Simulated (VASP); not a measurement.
CsSnI3:

```
Cs Sn I
1.0
     6.24149    0.00000    0.00000
     0.00000    6.24149    0.00000
     0.00000    0.00000    6.24149
Cs Sn I
1 1 3
Direct
  0.00000 0.00000 0.00000
  0.50000 0.50000 0.50000
  0.50000 0.50000 0.00000
  0.50000 0.00000 0.50000
  0.00000 0.50000 0.50000
```

Base run:

| Property | Result |
| --- | --- |
| Program | VASP 6.6.1 |
| Functional | r2SCAN |
| Potentials or basis | VASP PAW PBE potentials, release 64 (Cs_sv, Sn_d, I) |
| Cutoff | 520 eV |
| k mesh | 4 × 4 × 4 |
| Occupations | gaussian, width 0.01 eV |
| Spin | no spin polarisation |

Its results: band gap on the k mesh 0.50 eV, direct; pressure 0.0 GPa.

Problem. The run is repeated on the same cell with these changes: functional from r2SCAN to PBE; occupations from gaussian, width 0.01 eV to fermi-dirac, width 0.02 eV. What comes out?

Solution. Band gap on the k mesh 0.38 eV, direct; pressure 0.5 GPa.

Caveats: spin-orbit coupling is left out, which moves the levels of the heavy elements; the PAW data sets were made with another functional, which shifts forces and pressure a little (some runs).

A k mesh can miss the band edges.
